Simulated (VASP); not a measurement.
Crystal: TlCl.

```
CELL_PARAMETERS angstrom
3.83747 0.00000 0.00000
0.00000 3.83747 0.00000
0.00000 0.00000 3.83747
ATOMIC_POSITIONS crystal
Tl 0.00000 0.00000 0.00000
Cl 0.50000 0.50000 0.50000
```

| Item | Value |
| --- | --- |
| Program | VASP 6.6.1 |
| Task | relaxation of cell and atoms |
| Functional | PBE |
| Potentials or basis | VASP PAW PBE potentials, release 64 (Tl_d, Cl) |
| Cutoff | 500 eV |
| k mesh | 8 × 8 × 8 |
| Occupations | gaussian, width 0.02 eV |
| Spin | no spin polarisation |

At the start: pressure 1.1 GPa; volume 28.26 Å³/atom.

Task: Where does the relaxation end?

Result: Over 3 steps the energy falls by 4.4 meV/atom and the volume is 29.59 Å³/atom (+4.7 %); space group Pm-3m (No. 221, to 0.1 Å) before and after.

Step by step:
```tsv
step	energy change (eV)	largest force (eV/Å)	pressure (GPa)	volume (Å³)
1	0.0000	0.0000	1.13	56.51
2	-0.0077	0.0000	0.38	58.16
3	-0.0088	0.0000	-0.02	59.19
```

Final structure:
```
Tl Cl
1.0
     3.89714    0.00000    0.00000
     0.00000    3.89714    0.00000
     0.00000    0.00000    3.89714
Tl Cl
1 1
Direct
  0.00000 0.00000 0.00000
  0.50000 0.50000 0.50000
```
